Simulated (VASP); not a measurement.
The system is Ge.

```xyz
2
Lattice="-2.5745 2.5745 1.3974 2.5745 -2.5745 1.3974 2.5745 2.5745 -1.3974" Properties=species:S:1:pos:R:3 pbc="T T T"
Ge    2.5745    0.0000    0.6987
Ge    0.0000    0.0000    1.3974
```

Base run:

| Quantity | Value |
| --- | --- |
| Program | VASP 6.6.1 |
| Functional | PBEsol |
| Potentials or basis | VASP PAW PBE potentials, release 64 (Ge_d) |
| Cutoff | 520 eV |
| k mesh | 13 × 13 × 13 |
| Occupations | gaussian, width 0.1 eV |
| Spin | no spin polarisation |

Its results: band gap on the k mesh zero (band 14 reaches 8.54 eV, above the bottom of band 15 at 3.45 eV); pressure -0.8 GPa.

Q: The run is repeated on the same cell with these changes: functional from PBEsol to BLYP. What comes out?

A: Band gap on the k mesh zero (band 14 reaches 9.14 eV, above the bottom of band 15 at 4.17 eV); pressure 9.5 GPa.

BLYP binds less tightly than PBEsol, so the same cell stands under more pressure.

Caveats: the PAW data sets were made with another functional, which shifts forces and pressure a little.
